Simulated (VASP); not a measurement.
CdS, 2 atoms in the cell. The structure is cubic, space group F-43m (No. 216). The conventional cell has a = 5.872 Å, b = 5.872 Å, c = 5.872 Å, α = 90.00°, β = 90.00°, γ = 90.00°. Cd (site symmetry -43m) has 4 S at 2.54 Å within 3.4 Å. S (site symmetry -43m) has 4 Cd at 2.54 Å within 3.4 Å. 

* Program: VASP 6.6.1
* Task: single point
* Functional: PBE
* Potentials or basis: VASP PAW PBE potentials, release 64 (Cd, S)
* Cutoff: 520 eV
* k mesh: 8 × 8 × 8
* Occupations: fermi-dirac, width 0.05 eV
* Spin: non-collinear spin, zero start, spin-orbit coupling
* Starting moments: [[0.0, 0.0, 0.0], [0.0, 0.0, 0.0]] μB
* Dipole correction: no
* Further INCAR settings: ALGO = Normal; EDIFF = 1e-06; NBANDS = 30

Potentials or basis: VASP PAW PBE potentials, release 64 (Cd, S).

Launch:

```console
$ cat potpaw_PBE.64/Cd/POTCAR potpaw_PBE.64/S/POTCAR > POTCAR
$ mpirun -np 1 vasp_ncl > vasp.out
```

Hardware: 1 thread of AMD EPYC 9R45 96-Core Processor (Zen 5) (shared host).

Problem. Estimate the wall time of this run.

Solution. Wall time 68 s on 1 thread of AMD EPYC 9R45 96-Core Processor (Zen 5), on a shared host, peak memory 0.32 GiB. Counts: scf iterations 13, k points 43.
